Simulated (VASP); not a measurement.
Here is a VASP 6.6.1 calculation.

INCAR

```
SYSTEM = K
ALGO = Normal
EDIFF = 1E-6
ENCUT = 520
GGA = PE
ISIF = 2
ISMEAR = 1
LASPH = .True.
LCHARG = .False.
LREAL = .False.
LWAVE = .False.
NBANDS = 10
NELM = 80
PREC = Accurate
SIGMA = 1.0
```

KPOINTS

```
k-points
0
Gamma
  9 9 9
  0 0 0
```

File POSCAR:

```
K
1.0
   -2.6417142217      2.6417142217      2.6417142217
    2.6417142217     -2.6417142217      2.6417142217
    2.6417142217      2.6417142217     -2.6417142217
K
1
Direct
    0.0000000000      0.0000000000      0.0000000000
```

Potentials or basis: VASP PAW PBE potentials, release 64 (K_sv).

Command:

```console
$ cat potpaw_PBE.64/K_sv/POTCAR > POTCAR
$ mpirun -np 1 vasp_std > vasp.out
```

Estimate the band gap on the k mesh.

zero (an odd number of electrons rules out a gap without spin polarisation).

Predict the pressure.

0.0 GPa.

Caveat: so wide a smearing shifts energies and pressures.
